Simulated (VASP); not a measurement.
# KCl (Fm-3m) in VASP: a series of runs

KCl is run at these levels: r2SCAN; tasks: relaxation of cell and atoms.

Everything below comes from runs of VASP 6.6.1. Logs are shortened: lines on timing, memory, paths and dates and some standing lists are left out, and cuts for length are marked.

### Step 1. The cell of the first run

It takes space group Fm-3m (No. 225, cubic). The conventional cell has a = 6.293 Å, b = 6.293 Å, c = 6.293 Å, α = 90.00°, β = 90.00°, γ = 90.00°. K (site symmetry m-3m) has 6 Cl at 3.15 Å within 4.1 Å. Within 4.1 Å of Cl (site symmetry m-3m) lie 6 K at 3.15 Å.

### Step 2. Relaxation of cell and atoms, r2SCAN, target pressure 2 GPa, at which the enthalpy is minimised

The input, POSCAR:

```
KCl
1.0
    3.1464700000      3.1464700000      0.0000000000
   -3.1464700000      3.1464700000      0.0000000000
    0.0000000000      3.1464700000      3.1464700000
K Cl
1 1
Direct
    0.0000000000      0.0000000000      0.0000000000
    0.5000000000      0.5000000000      0.0000000000
```

The input, INCAR.step1:

```
SYSTEM = KCl
  PREC = Accurate
  ENCUT = 600
  ISMEAR = 0
  SIGMA = 0.01
  LREAL = .FALSE.
  LASPH = .TRUE.
  NELM = 100
  GGA = PE
  ALGO = Normal
  EDIFF = 1E-4
  LWAVE = .TRUE.
  LCHARG = .FALSE.
```

The input, INCAR.step2:

```
SYSTEM = KCl
  PREC = Accurate
  ENCUT = 600
  EDIFF = 1E-6
  ISMEAR = 0
  SIGMA = 0.01
  LREAL = .FALSE.
  LASPH = .TRUE.
  NELM = 100
  ALGO = Normal
  ISIF = 3
  LWAVE = .FALSE.
  LCHARG = .FALSE.
  METAGGA = R2SCAN
  LMIXTAU = .TRUE.
  IBRION = 2
  NSW = 100
  EDIFFG = -0.002
  PSTRESS = 20.0
  ISTART = 1
```

The input, KPOINTS:

```
Automatic mesh
0
G
  6 6 6
  0 0 0
```

Potentials or basis: VASP PAW PBE potentials, release 64 (K_sv, Cl).

On the command line:

```bash
$ cat potpaw_PBE.64/K_sv/POTCAR potpaw_PBE.64/Cl/POTCAR > POTCAR
$ cp INCAR.step1 INCAR
$ mpirun -np 1 vasp_std > vasp.out
$ cp INCAR.step2 INCAR
$ mpirun -np 1 vasp_std > vasp.out
```

OUTCAR:

```text
SYSTEM = KCl
   PREC = Accurate
   ENCUT = 600
   EDIFF = 1E-6
   ISMEAR = 0
   LREAL = .FALSE.
   LASPH = .TRUE.
   NELM = 100
   ISIF = 3
   METAGGA = R2SCAN
   IBRION = 2
   NSW = 100
   EDIFFG = -0.002
   PSTRESS = 20.0
   ISTART = 1

 ion  position               nearest neighbor table
   1  0.000  0.000  0.000-   2 3.15   2 3.15   2 3.15   2 3.15   2 3.15   2 3.15
   2  0.500  0.500  0.000-   1 3.15   1 3.15   1 3.15   1 3.15   1 3.15   1 3.15

  LATTYP: Found a face centered cubic cell.
 ALAT       =     6.2929400000

  Lattice vectors:

 A1 = (   0.0000000000,   3.1464700000,   3.1464700000)
 A2 = (   3.1464700000,   0.0000000000,   3.1464700000)
 A3 = (   3.1464700000,   3.1464700000,   0.0000000000)

Analysis of symmetry for initial positions (statically):
=====================================================================
 Subroutine PRICEL returns:
 Original cell was already a primitive cell.

 Routine SETGRP: Setting up the symmetry group for a
 face centered cubic supercell.

 Subroutine GETGRP returns: Found 48 space group operations
 (whereof 48 operations were pure point group operations)
 out of a pool of 48 trial point group operations.

The static configuration has the point symmetry O_h .

Analysis of symmetry for dynamics (positions and initial velocities):
=====================================================================
 Subroutine PRICEL returns:
 Original cell was already a primitive cell.

 Routine SETGRP: Setting up the symmetry group for a
 face centered cubic supercell.

 Subroutine GETGRP returns: Found 48 space group operations
 (whereof 48 operations were pure point group operations)
 out of a pool of 48 trial point group operations.

The dynamic configuration has the point symmetry O_h .

 Subroutine INISYM returns: Found 48 space group operations
 (whereof 48 operations are pure point group operations),
 and found     1 'primitive' translations

----------------------------------------------------------------------------------------

                                     Primitive cell

  volume of cell :      62.3018

  direct lattice vectors                    reciprocal lattice vectors
     3.146470000  3.146470000  0.000000000     0.158908237  0.158908237 -0.158908237
    -3.146470000  3.146470000  0.000000000    -0.158908237  0.158908237 -0.158908237
     0.000000000  3.146470000  3.146470000     0.000000000  0.000000000  0.317816474

  length of vectors
     4.449780548  4.449780548  4.449780548     0.275237140  0.275237140  0.317816474

  position of ions in fractional coordinates (direct lattice)
     0.000000000  0.000000000  0.000000000
     0.500000000  0.500000000  0.000000000

  ion indices of the primitive-cell ions
   primitive index   ion index
                 1           1
                 2           2

----------------------------------------------------------------------------------------

 KPOINTS: Automatic mesh

Automatic generation of k-mesh.
 Grid dimensions read from file:
 generate k-points for:    6    6    6

 Generating k-lattice:

  Cartesian coordinates                     Fractional coordinates (reciprocal lattice)
     0.026484706  0.026484706 -0.026484706     0.166666667  0.000000000  0.000000000
    -0.026484706  0.026484706 -0.026484706     0.000000000  0.166666667  0.000000000
     0.000000000  0.000000000  0.052969412     0.000000000  0.000000000  0.166666667

  Length of vectors
     0.045872857  0.045872857  0.052969412

  Shift w.r.t. Gamma in fractional coordinates (k-lattice)
     0.000000000  0.000000000  0.000000000

 Subroutine IBZKPT returns following result:
 ===========================================

 Found     16 irreducible k-points:

 Following reciprocal coordinates:
            Coordinates               Weight
  0.000000  0.000000  0.000000      1.000000
  0.166667  0.000000  0.000000      8.000000
  0.333333  0.000000  0.000000      8.000000
  0.500000  0.000000  0.000000      4.000000
  0.166667  0.166667  0.000000     12.000000
  0.333333  0.166667  0.000000     24.000000
[... 8 lines left out ...]
  0.500000  0.333333  0.166667     24.000000
  0.500000  0.500000  0.166667     12.000000
   k-points           NKPTS =     16   k-points in BZ     NKDIM =     16   number of bands    NBANDS=     12
   number of dos      NEDOS =    301   number of ions     NIONS =      2
   total plane-waves  NPLWV =  46656
   dimension x,y,z NGX =    36 NGY =   36 NGZ =   36
   dimension x,y,z NGXF=    72 NGYF=   72 NGZF=   72
   ions per type =               1   1
   NGX,Y,Z   is equivalent  to a cutoff of  13.45, 13.45, 13.45 a.u.
   NGXF,Y,Z  is equivalent  to a cutoff of  26.90, 26.90, 26.90 a.u.
 SYSTEM =  KCl
   PREC   = accura    normal or accurate (medium, high low for compatibility)
   ISTART =      1    job   : 0-new  1-cont  2-samecut
   ICHARG =      0    charge: 1-file 2-atom 10-const
   ISPIN  =      1    spin polarized calculation?
[... 16 lines left out ...]
   NELECT =      16.0000    total number of electrons
   NUPDOWN=      -1.0000    fix difference up-down
   EMIN   =  10.00;   EMAX   =-10.00  energy-range for DOS
   EFERMI =   0.00;   METHOD = LEGACY
   ISMEAR =     0;   SIGMA  =   0.01  broadening in eV -4-tet -1-fermi 0-gaus
   EFERMI_NEDOS =   21; number of points for ismear=-14 and -15
   IALGO  =     38    algorithm
   IMIX   =      4    mixing-type and parameters
     AMIX     =   0.40;   BMIX     =  1.00
     AMIX_MAG =   1.60;   BMIX_MAG =  1.00
  volume/ion in A,a.u.               =      31.15       210.22
  Fermi-wavevector in a.u.,A,eV,Ry     =   1.040594  1.966437 14.732871  1.082835
  Thomas-Fermi vector in A             =   2.175177
   LORBIT       =      0    0 simple, 1 ext, 2 COOP (PROOUT), +10 PAW based schemes
   METAGGA = R2SCAN    functional components
   LHFCALC =     F    Hartree Fock is set to
   AEXX    =    0.0000 exact exchange contribution
   IVDW    =     0    specifies the selected vdW correction
   LEPSILON=     F    determine dielectric tensor
   LRPA    =     F    only Hartree local field effects (RPA)
 conjugate gradient relaxation of ions
 non-spin polarized calculation
 Gauss-broadening in eV      SIGMA  =   0.01
  energy-cutoff  :      600.00
  volume of cell :       62.30
 maximum number of plane-waves:      2092
   NGX = 17   NGY = 17   NGZ = 17

--------------------------------------- Ionic step        1  -------------------------------------------

 number of electron      16.0000001 magnetization

 Free energy of the ion-electron system (eV)
  ---------------------------------------------------
  ext. energy  EPLUGINS =         0.00000000
  ---------------------------------------------------
  free energy    TOTEN  =       -16.50775041 eV

  energy without entropy =      -16.50775041  energy(sigma->0) =      -16.50775041

------------------------ aborting loop because EDIFF is reached ----------------------------------------

  FORCE on cell =-STRESS in cart. coord.  units (eV):
  Direction    XX          YY          ZZ          XY          YZ          ZX
  --------------------------------------------------------------------------------------
  -------------------------------------------------------------------------------------
  Total        0.0069865      0.0069865      0.0069865     -0.0000000      0.0000000     -0.0000000
  in kB        0.1796669      0.1796669      0.1796669     -0.0000000      0.0000000     -0.0000000
  external PRESSURE =     -19.8203331 kB  Pullay stress =      20.0000000 kB

 VOLUME and BASIS-vectors are now :
 -----------------------------------------------------------------------------
  energy-cutoff  :      600.00
  volume of cell :       62.30
      direct lattice vectors                 reciprocal lattice vectors
     3.146470000  3.146470000  0.000000000     0.158908237  0.158908237 -0.158908237
    -3.146470000  3.146470000  0.000000000    -0.158908237  0.158908237 -0.158908237
     0.000000000  3.146470000  3.146470000     0.000000000  0.000000000  0.317816474
[... 84 lines left out ...]
  FREE ENERGIE OF THE ION-ELECTRON SYSTEM (eV)
  ---------------------------------------------------
  free  energy   TOTEN  =       -16.4799648347 eV

  energy  without entropy=      -16.4799648347  energy(sigma->0) =      -16.47996483

  enthalpy is  TOTEN    =       -15.7631319446 eV   P V=        0.7168328901

--------------------------------------- Ionic step        4  -------------------------------------------

 number of electron      15.9999999 magnetization

 Free energy of the ion-electron system (eV)
  ---------------------------------------------------
  ext. energy  EPLUGINS =         0.00000000
  ---------------------------------------------------
  free energy    TOTEN  =       -16.47879331 eV

  energy without entropy =      -16.47879331  energy(sigma->0) =      -16.47879331

 E-fermi :  -1.7987     XC(G=0):  -8.3321

 val. band max:       -1.9127038141   @ k =   0.0000   0.0000   0.0000
 cond. band min:       4.2288720416   @ k =   0.0000   0.0000   0.0000
 fundamental gap:      6.1415758557
 Fermi energy:        -1.7986508064

 k-point     1 :       0.0000    0.0000    0.0000
  band No.  band energies     occupation
      1     -29.9868      2.00000
      2     -14.6850      2.00000
      3     -12.6805      2.00000
      4     -12.6805      2.00000
      5     -12.6805      2.00000
      6      -1.9127      2.00000
      7      -1.9127      2.00000
      8      -1.9127      2.00000
      9       4.2289      0.00000
     10       7.1422      0.00000
     11       7.1422      0.00000
     12       7.1422      0.00000

 k-point     2 :       0.1667    0.0000    0.0000
  band No.  band energies     occupation
      1     -29.9828      2.00000
      2     -14.7401      2.00000
      3     -12.6830      2.00000
      4     -12.6830      2.00000
      5     -12.6069      2.00000
      6      -2.2657      2.00000
      7      -2.0171      2.00000
      8      -2.0171      2.00000
      9       4.9105      0.00000
     10       6.9450      0.00000
     11       7.5322      0.00000
     12       7.5322      0.00000
[... 230 lines left out ...]
 POSITION                                       TOTAL-FORCE (eV/Angst)
 -----------------------------------------------------------------------------------
      3.06044      3.06044     -0.00000        -0.000000      0.000000      0.000000
      0.00000      3.06044     -0.00000         0.000000     -0.000000      0.000000
 -----------------------------------------------------------------------------------
    total drift:                               -0.000000     -0.000000     -0.000000

  FREE ENERGIE OF THE ION-ELECTRON SYSTEM (eV)
  ---------------------------------------------------
  free  energy   TOTEN  =       -16.4787933120 eV

  energy  without entropy=      -16.4787933120  energy(sigma->0) =      -16.47879331

  enthalpy is  TOTEN    =       -15.7631444698 eV   P V=        0.7156488422

 reached required accuracy - stopping structural energy minimisation
```

It took 8.8 min on 1 thread of AMD EPYC 7R43 (Zen 3), shared host; peak memory 0.2 GiB.

Results:

- Free energy: -16.4788 eV
- Relaxed volume: 28.66 Å³/atom
- Relaxed cell: a = 4.328 Å, b = 4.328 Å, c = 4.328 Å, α = 60.00°, β = 60.00°, γ = 90.00°
- Space group after relaxing (to 0.1 Å): Fm-3m (No. 225)
- Energy change on relaxing (the run minimises the enthalpy): +14.5 meV/atom
- Ionic steps: 4
- Pressure after relaxing: 2.0 GPa
- Band gap on the k mesh: 6.14 eV

Step by step:
| step | energy change (eV) | largest force (eV/Å) | pressure (GPa) | volume (Å³) |
| --- | --- | --- | --- | --- |
| 1 | 0.0000 | 0.0000 | 0.02 | 62.30 |
| 2 | 0.0131 | 0.0000 | 1.28 | 58.89 |
| 3 | 0.0278 | 0.0000 | 1.96 | 57.42 |
| 4 | 0.0290 | 0.0000 | 2.01 | 57.33 |

Final structure:
```xyz
2
Lattice="3.0604 3.0604 0.0000 -3.0604 3.0604 0.0000 0.0000 3.0604 3.0604" Properties=species:S:1:pos:R:3 pbc="T T T"
K     3.0604    3.0604    0.0000
Cl    0.0000    3.0604    0.0000
```

Levels at points of the mesh, in eV from the valence-band top:
```
           k point  band 4  band 5  band 6  band 7  band 8  band 9  band 10  band 11  band 12
(0.00, 0.00, 0.00)  -10.77  -10.77    0.00    0.00    0.00    6.14     9.05     9.05     9.05
(0.50, 0.00, 0.00)  -10.78  -10.49   -1.20   -0.39   -0.39    8.38     9.57    11.59    11.59
(0.50, 0.50, 0.00)  -10.84  -10.84   -0.72   -0.24   -0.24    6.94     9.61    11.22    11.26
```

Caveat: the cell is relaxed towards a set pressure, so the run minimises the enthalpy, not the energy; the PAW data sets were made with another functional, which shifts forces and pressure a little.

### Step 3. Relaxation of cell and atoms, r2SCAN, target pressure 4 GPa, at which the enthalpy is minimised

POSCAR is that of step 2.

The input, INCAR.step1:

```
SYSTEM = KCl
PREC = Accurate ; ENCUT = 600
ISMEAR = 0 ; SIGMA = 0.01
LREAL = .False. ; LASPH = .True.
NELM = 100 ; GGA = PE
ALGO = Normal ; EDIFF = 1E-4
LWAVE = .True. ; LCHARG = .False.
```

The input, INCAR.step2:

```
SYSTEM = KCl
PREC = Accurate ; ENCUT = 600
EDIFF = 1E-6 ; ISMEAR = 0
SIGMA = 0.01 ; LREAL = .False.
LASPH = .True. ; NELM = 100
ALGO = Normal ; ISIF = 3
LWAVE = .False. ; LCHARG = .False.
METAGGA = R2SCAN ; LMIXTAU = .True.
IBRION = 2 ; NSW = 100
EDIFFG = -0.002 ; PSTRESS = 40.0
ISTART = 1
```

The input, KPOINTS:

```
regular mesh
0
Gamma
  6 6 6
  0 0 0
```

Potentials or basis: VASP PAW PBE potentials, release 64 (K_sv, Cl).

On the command line:

```bash
$ cat potpaw_PBE.64/K_sv/POTCAR potpaw_PBE.64/Cl/POTCAR > POTCAR
$ cp INCAR.step1 INCAR
$ mpirun -np 1 vasp_std > vasp.out
$ cp INCAR.step2 INCAR
$ mpirun -np 1 vasp_std > vasp.out
```

Wall time 12 min (1 thread of AMD EPYC 7R43 (Zen 3), shared host); peak memory 0.2 GiB.

Results (log left out):

| Property | Result |
| --- | --- |
| Free energy | -16.4169 eV |
| Relaxed volume | 26.98 Å³/atom |
| Relaxed cell | a = 4.242 Å, b = 4.242 Å, c = 4.242 Å, α = 60.00°, β = 60.00°, γ = 90.00° |
| Space group after relaxing (to 0.1 Å) | Fm-3m (No. 225) |
| Energy change on relaxing (the run minimises the enthalpy) | +45.4 meV/atom |
| Ionic steps | 5 |
| Pressure after relaxing | 4.0 GPa |
| Band gap on the k mesh | 6.39 eV |

The path:
| step | energy change (eV) | largest force (eV/Å) | pressure (GPa) | volume (Å³) |
| --- | --- | --- | --- | --- |
| 1 | 0.0000 | 0.0000 | 0.02 | 62.30 |
| 2 | 0.0559 | 0.0000 | 2.96 | 55.58 |
| 3 | 0.0889 | 0.0000 | 3.94 | 54.04 |
| 4 | 0.0928 | 0.0000 | 4.06 | 53.88 |
| 5 | 0.0908 | 0.0000 | 3.99 | 53.96 |

Final structure:
```
CELL_PARAMETERS angstrom
2.99932 2.99932 0.00000
-2.99932 2.99932 0.00000
0.00000 2.99932 2.99932
ATOMIC_POSITIONS crystal
K 0.00000 0.00000 0.00000
Cl 0.50000 0.50000 0.00000
```

Levels at points of the mesh, in eV from the valence-band top:
```tsv
k point	band 6	band 7	band 8	band 9	band 10	band 11
(0.00, 0.00, 0.00)	0.00	0.00	0.00	6.39	9.05	9.05
(0.50, 0.00, 0.00)	-1.32	-0.46	-0.46	8.55	9.80	11.77
(0.50, 0.50, 0.00)	-0.76	-0.25	-0.25	6.85	9.91	11.35
```

Caveat: the cell is relaxed towards a set pressure, so the run minimises the enthalpy, not the energy; the PAW data sets were made with another functional, which shifts forces and pressure a little. A k mesh can miss the band edges.

### Step 4. Relaxation of cell and atoms, r2SCAN, target pressure 7 GPa, at which the enthalpy is minimised

POSCAR is that of step 3.

The input, INCAR.step1:

```
PREC     = Accurate       # precision mode
ENCUT    = 600            # plane-wave cutoff, eV
ISMEAR   = 0              # smearing method
SIGMA    = 0.01           # smearing width, eV
LREAL    = F              # projectors in reciprocal space
LASPH    = T              # aspherical terms in the spheres
NELM     = 80             # most SCF steps
GGA      = PE             # functional
ALGO     = Normal         # electronic algorithm
EDIFF    = 1E-4           # SCF threshold, eV
LWAVE    = T              # write WAVECAR
LCHARG   = F              # write CHGCAR
```

The input, INCAR.step2:

```
PREC     = Accurate       # precision mode
ENCUT    = 600            # plane-wave cutoff, eV
EDIFF    = 1E-7           # SCF threshold, eV
ISMEAR   = 0              # smearing method
SIGMA    = 0.01           # smearing width, eV
LREAL    = F              # projectors in reciprocal space
LASPH    = T              # aspherical terms in the spheres
NELM     = 80             # most SCF steps
ALGO     = Normal         # electronic algorithm
ISIF     = 3              # what is computed and relaxed
LWAVE    = F              # write WAVECAR
LCHARG   = F              # write CHGCAR
METAGGA  = R2SCAN         # meta-GGA
LMIXTAU  = T            
IBRION   = 2              # ionic algorithm
NSW      = 100            # ionic steps
EDIFFG   = -0.002         # ionic threshold
PSTRESS  = 70.0         
ISTART   = 1
```

The input, KPOINTS:

```
regular mesh
0
Gamma
  6 6 6
```

On the command line:

```bash
$ cat potpaw_PBE.64/K_sv/POTCAR potpaw_PBE.64/Cl/POTCAR > POTCAR
$ cp INCAR.step1 INCAR
$ mpirun -np 1 vasp_std > vasp.out
$ cp INCAR.step2 INCAR
$ mpirun -np 1 vasp_std > vasp.out
```

Wall time 12 min (1 thread of AMD EPYC 7R43 (Zen 3), shared host); peak memory 0.19 GiB.

It converged, with:

```yaml
Free_energy: -16.2951 eV
Relaxed_volume: 25.18 Å³/atom
Relaxed_cell: a = 4.145 Å, b = 4.145 Å, c = 4.145 Å, α = 60.00°, β = 60.00°, γ = 90.00°
Space_group_after_relaxing_to_0.1_Å: Fm-3m (No. 225)
Energy_change_on_relaxing_the_run_minimises_the_enthalpy: +106.3 meV/atom
Ionic_steps: 6
Pressure_after_relaxing: 7.0 GPa
Band_gap_on_the_k_mesh: 6.70 eV
```

Step by step:
```
step  energy change (eV)  largest force (eV/Å)  pressure (GPa)  volume (Å³)
   1              0.0000                0.0000            0.02        62.30
   2              0.1919                0.0000            6.52        50.85
   3              0.2117                0.0000            6.98        50.37
   4              0.2215                0.0000            7.20        50.15
   5              0.2112                0.0000            6.97        50.39
   6              0.2126                0.0000            7.00        50.35
```

Final structure:
```
K Cl
1.0
     2.93091    2.93091    0.00000
    -2.93091    2.93091    0.00000
     0.00000    2.93091    2.93091
K Cl
1 1
Cartesian
  2.9309 2.9309 0.0000
  0.0000 2.9309 0.0000
```

Levels at points of the mesh, in eV from the valence-band top:
```
           k point  band 4  band 5  band 6  band 7  band 8  band 9  band 10  band 11  band 12
(0.00, 0.00, 0.00)  -10.51  -10.51    0.00    0.00    0.00    6.70     9.03     9.03     9.03
(0.50, 0.00, 0.00)  -10.53  -10.11   -1.48   -0.54   -0.54    8.75    10.06    11.98    11.98
(0.50, 0.50, 0.00)  -10.64  -10.64   -0.79   -0.26   -0.26    6.73    10.27    11.43    12.09
```

Caveat: the cell is relaxed towards a set pressure, so the run minimises the enthalpy, not the energy; the volume moved by over 15 % at a fixed basis, so the end points are rough; the PAW data sets were made with another functional, which shifts forces and pressure a little.

### Step 5. Overview

```csv
cell,gap on the mesh (eV),pressure (GPa)
relaxed to 2 GPa,6.14,2.0
relaxed to 4 GPa,6.39,4.0
relaxed to 7 GPa,6.70,7.0
```

Alike in all rows: task relaxation of cell and atoms; level r2SCAN; potentials or basis VASP PAW PBE potentials, release 64 (K_sv, Cl); no spin polarisation; k mesh 6 × 6 × 6; cutoff (eV) 600; smearing gaussian 0.01 eV.

Caveats: the cell is relaxed towards a set pressure, so the run minimises the enthalpy, not the energy; the PAW data sets were made with another functional, which shifts forces and pressure a little; the volume moved by over 15 % at a fixed basis, so the end points are rough (at least some runs).

Absolute energies hang on the potentials; compare differences alone.
